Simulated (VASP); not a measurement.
# AlN: single point with PBEsol

AlN:

```
Al N
1.0
     0.00000    2.16934    2.16934
     2.16934    0.00000    2.16934
     2.16934    2.16934    0.00000
Al N
1 1
Cartesian
  0.0000 0.0000 0.0000
  1.0847 1.0847 1.0847
```

```
Program                : VASP 6.6.1
Task                   : single point
Functional             : PBEsol
Potentials or basis    : VASP PAW PBE potentials, release 64 (Al, N)
Cutoff                 : 520 eV
k mesh                 : 10 × 10 × 10
Occupations            : fermi-dirac, width 0.05 eV
Spin                   : no spin polarisation
Dipole correction      : no
Further INCAR settings : ALGO = Normal; EDIFF = 1e-06; NBANDS = 11
```

The pressure is 5.7 GPa and the band gap on the k mesh is 3.20 eV, indirect (least direct gap 4.31 eV).

Levels at points of the mesh, in eV from the valence-band top:
| k point | band 1 | band 2 | band 3 | band 4 | band 5 | band 6 | band 7 | band 8 | band 9 |
| --- | --- | --- | --- | --- | --- | --- | --- | --- | --- |
| (0.00, 0.00, 0.00) | -15.08 | 0.00 | 0.00 | 0.00 | 4.31 | 12.67 | 12.67 | 12.67 | 17.75 |
| (0.50, 0.00, 0.00) | -12.93 | -6.00 | -0.48 | -0.48 | 7.47 | 9.90 | 11.16 | 11.16 | 18.10 |
| (0.50, 0.50, 0.00) | -12.27 | -5.01 | -1.81 | -1.81 | 3.20 | 8.60 | 14.15 | 15.88 | 15.88 |

Wall time 9.5 s on 1 thread of AMD EPYC 7R13 Processor (Zen 3) (shared host), peak memory 0.11 GiB.

Caveat: the PAW data sets were made with another functional, which shifts forces and pressure a little. A k mesh can miss the band edges.
